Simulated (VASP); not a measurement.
Input of a VASP 6.6.1 run:

Contents of INCAR:

```
PREC = Accurate
ENCUT = 600
EDIFF = 1E-6
ISMEAR = 0
SIGMA = 0.02
LREAL = False
LASPH = True
NELM = 200
ALGO = Normal
ISIF = 2
LWAVE = False
LCHARG = False
ISPIN = 2
MAGMOM = 4.06 2.58 0 0 0 0 0 0 0 0
LORBIT = 11
LMAXMIX = 4
GGA = PE
NBANDS = 44
GGA_COMPAT = False
```

The input KPOINTS:

```
regular mesh
0
Gamma
  6 6 6
```

Contents of POSCAR:

```
MnCoC4N4
1.0
    5.9385913963      0.0000000000      0.0000000000
    0.0000000000      5.9385913963      0.0000000000
    0.0000000000      0.0000000000      5.9385913963
Mn Co C N
1 1 4 4
Direct
    0.0000000000      0.0000000000      0.0000000000
    0.5000000000      0.5000000000      0.5000000000
    0.2004557241      0.2004557241      0.2004557241
    0.2004557241      0.7995442759      0.7995442759
    0.7995442759      0.2004557241      0.7995442759
    0.7995442759      0.7995442759      0.2004557241
    0.3142715691      0.3142715691      0.3142715691
    0.3142715691      0.6857284309      0.6857284309
    0.6857284309      0.3142715691      0.6857284309
    0.6857284309      0.6857284309      0.3142715691
```

Potentials or basis: VASP PAW PBE potentials, release 64 (Mn_pv, Co, C, N).

Command:

```sh
$ cat potpaw_PBE.64/Mn_pv/POTCAR potpaw_PBE.64/Co/POTCAR potpaw_PBE.64/C/POTCAR potpaw_PBE.64/N/POTCAR > POTCAR
$ mpirun -np 1 vasp_std > vasp.out
```

**Question.** Predict the pressure.

**Answer.** -1.0 GPa.

**Question.** Predict the site moments.

**Answer.** Mn +3.89; Co +0.16; C -0.03; N +0.06 μB.

**Question.** Predict the net moment.

**Answer.** 4.67 μB per cell.

**Question.** Estimate the largest force.

**Answer.** 1.296 eV/Å.

Forces in eV/Å, atoms in the order of the input:
```
Mn   0.000  0.000  0.000
Co   0.000  0.000  0.000
C   -0.546 -0.546 -0.546
C   -0.546  0.546  0.546
C    0.546 -0.546  0.546
C    0.546  0.546 -0.546
N    0.749  0.749  0.749
N    0.749 -0.749 -0.749
N   -0.749  0.749 -0.749
N   -0.749 -0.749  0.749
```

Caveat: forces of over 1 eV/Å act on the atoms, so gaps and moduli don't describe the material at rest.
